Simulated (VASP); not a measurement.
Runs of VASP 6.6.1 on MgO (Periclase). The structure is that of space group Fm-3m (No. 225), or close to it. The cells are those of the table. 

| cell | gap on the mesh (eV) | pressure (GPa) |
| --- | --- | --- |
| a = 3.021 Å, angles 60.0°, 2 atoms | 4.23 | -6.7 |
| a = 3.059 Å, angles 60.0°, 2 atoms | 3.90 | -11.3 |
| a = 2.900 Å, angles 60.0°, 2 atoms | (a) | 14.6 |
| a = 2.942 Å, angles 60.0°, 2 atoms | 5.00 | (b) |

Alike in all rows: task single point; level PBEsol; potentials or basis VASP PAW PBE potentials, release 64 (Mg, O); no spin polarisation; k mesh 8 × 8 × 8; cutoff (eV) 600; smearing gaussian 0.01 eV.

Problem. Estimate the missing entries.

Solution. (a) 5.45; (b) 5.9.

Caveats: the PAW data sets were made with another functional, which shifts forces and pressure a little.

